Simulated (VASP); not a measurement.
Write the native input for VASP 6.6.1 that does the following.

```
Task                   : single point
Functional             : LDA
Potentials or basis    : VASP PAW LDA potentials, release 64 (Cu, I)
Cutoff                 : 520 eV
k mesh                 : 8 × 8 × 8
Occupations            : fermi-dirac, width 0.02 eV
Spin                   : no spin polarisation
Dipole correction      : no
Further INCAR settings : ALGO = Normal; EDIFF = 1e-06; NBANDS = 16
```

The structure of CuI lies in POSCAR:

```
CuI
1.0
    0.0000000000      2.8561103470      2.8561103470
    2.8561103470      0.0000000000      2.8561103470
    2.8561103470      2.8561103470      0.0000000000
Cu I
1 1
Direct
    0.0000000000      0.0000000000      0.0000000000
    0.5000000000      0.5000000000      0.5000000000
```

One way to write it, as run:

INCAR

```
SYSTEM = CuI
  ALGO = Normal
  EDIFF = 1E-6
  ENCUT = 520
  GGA = CA
  ISIF = 2
  ISMEAR = -1
  LASPH = .True.
  LCHARG = .True.
  LELF = .True.
  LREAL = .False.
  LVHAR = .True.
  LWAVE = .False.
  NBANDS = 16
  NELM = 100
  PREC = Accurate
  SIGMA = 0.02
```

KPOINTS

```
k-points
0
Gamma
  8 8 8
  0 0 0
```

Potentials or basis: VASP PAW LDA potentials, release 64 (Cu, I).

The run is started by

```console
$ cat potpaw_LDA.64/Cu/POTCAR potpaw_LDA.64/I/POTCAR > POTCAR
$ mpirun -np 1 vasp_std > vasp.out
```

It gave:

| Property | Result |
| --- | --- |
| Pressure | -5.0 GPa |
| Band gap on the k mesh | zero (band 9 reaches 6.07 eV, above the bottom of band 10 at 5.53 eV) |

Caveat: spin-orbit coupling is left out, which moves the levels of the heavy elements; semilocal functionals often make such compounds metallic where correlation or magnetic order opens a gap, which also shifts bond lengths.

It took 12 s on 1 thread of Intel(R) Xeon(R) Platinum 8559C (Emerald Rapids), on a shared host, peak memory 0.16 GiB.
